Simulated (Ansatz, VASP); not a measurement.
## Nb in VASP and in Ansatz

INCAR

```
PREC = Accurate ; ENCUT = 520
EDIFF = 1E-7 ; ISMEAR = -1
SIGMA = 0.05 ; LREAL = F
LASPH = T ; NELM = 100
ALGO = Normal ; ISIF = 2
LWAVE = F ; LCHARG = F
GGA = PE ; NBANDS = 12
```

The input KPOINTS:

```
Automatic mesh
0
Gamma
  15 15 14
```

POSCAR

```
Nb
1.0
    2.7152171575      0.0000000000      0.0000000000
   -1.3576085788      2.3514470352      0.0000000000
    0.0000000000      0.0000000000      2.5776734130
Nb
1
Direct
    0.0000000000      0.0000000000      0.0000000000
```

Input for Ansatz:

```yaml
crystal:
  lattice:
    - [2.7152171575, 0.0, 0.0]
    - [-1.3576085788, 2.3514470352, 0.0]
    - [0.0, 0.0, 2.577673413]
  atoms:
    - { symbol: Nb, position: [0.0, 0.0, 0.0] }
kpoints:
  mp_grid: { grid: [15, 15, 14] }
  band_path:
    path:
      - [0.0, 0.0, 0.0]
      - [0.5, 0.0, 0.0]
      - [0.3333333333, 0.3333333333, 0.0]
      - [0.0, 0.0, 0.0]
      - [0.0, 0.0, 0.5]
      - [0.5, 0.0, 0.5]
      - [0.3333333333, 0.3333333333, 0.5]
      - [0.0, 0.0, 0.5]
      - [0.5, 0.0, 0.5]
    npoints: 8
scf:
  occupations: { method: fermi_dirac, width: 0.05 }
hamiltonian:
  xc: pbe
  pseudopotentials: { kind: all_electron, lapw: { basis_error: 0.001 } }
output:
  forces: true
  stress: true
  eigenvalues: true
  populations: true
  dos: { projected: true, de: 0.2, e_range: [-14, 8] }
```

Change from the starting cell: volume scaled by 0.85, LAPW.

Alike in both runs: task single point; functional PBE; k mesh 15 × 15 × 14; occupations fermi-dirac, width 0.05 eV; no spin polarisation.

|  | VASP | Ansatz |
| --- | --- | --- |
| version | VASP 6.6.1 | Ansatz 0.2.0 |
| potentials or method | VASP PAW PBE potentials, release 64 (Nb_sv), cutoff 520 eV | all-electron LAPW, scalar-relativistic |

|  | VASP | Ansatz | Ansatz less VASP |
| --- | --- | --- | --- |
| pressure (GPa) | 31.6 | 31.9 | +0.28 |

Both programs put the cell under a high pressure, so it lies far from rest at this level. Ansatz ran all-electron here, and VASP with PAW potentials.
